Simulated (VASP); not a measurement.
Write the native input for VASP 6.6.1 that does the following.

| Item | Value |
| --- | --- |
| Task | single point |
| Functional | PBEsol |
| Potentials or basis | VASP PAW PBE potentials, release 64 (Ta_pv, N) |
| Cutoff | 520 eV |
| k mesh | 10 × 10 × 4 |
| Occupations | fermi-dirac, width 0.05 eV |
| Spin | no spin polarisation |
| Dipole correction | no |
| Further INCAR settings | ALGO = Normal; EDIFF = 1e-06; NBANDS = 27 |

The structure of Ta3N lies in POSCAR:

```
Ta3N
1.0
    3.0322239879      0.0000000000      0.0000000000
   -1.5161119940      2.6259830035      0.0000000000
    0.0000000000      0.0000000000      7.5241370000
Ta N
3 1
Direct
    0.6785570000      0.3518300000      0.8224020000
    0.3477140000      0.6649050000      0.1754850000
   -0.0005500000      0.0006550000      0.4951950000
   -0.0037170000      0.0154590000     -0.0067660000
```

This cell differs from its parent crystal: atoms moved at random.

One way to write it, as run:

INCAR

```
PREC = Accurate
ENCUT = 520
EDIFF = 1E-6
ISMEAR = -1
SIGMA = 0.05
LREAL = F
LASPH = T
NELM = 60
ALGO = Normal
ISIF = 2
LWAVE = F
LCHARG = F
GGA = PS
NBANDS = 27
```

KPOINTS

```
Automatic mesh
0
Gamma
  10 10 4
```

Potentials or basis: VASP PAW PBE potentials, release 64 (Ta_pv, N).

Run with:

```console
$ cat potpaw_PBE.64/Ta_pv/POTCAR potpaw_PBE.64/N/POTCAR > POTCAR
$ mpirun -np 1 vasp_std > vasp.out
```

It gave:

| Property | Result |
| --- | --- |
| Pressure | -7.9 GPa |
| Largest force | 1.121 eV/Å |
| Band gap on the k mesh | zero (bands 19 and 20 overlap by 0.73 eV) |

Caveat: the cell differs from its parent crystal (atoms moved at random); the cell stands under tension; the PAW data sets were made with another functional, which shifts forces and pressure a little; spin-orbit coupling is left out, which moves the levels of the heavy elements.

Run time: 6.2 min on 1 thread of Intel(R) Xeon(R) Platinum 8175M CPU @ 2.50GHz (Skylake/Cascade Lake), on a shared host, peak memory 0.37 GiB.
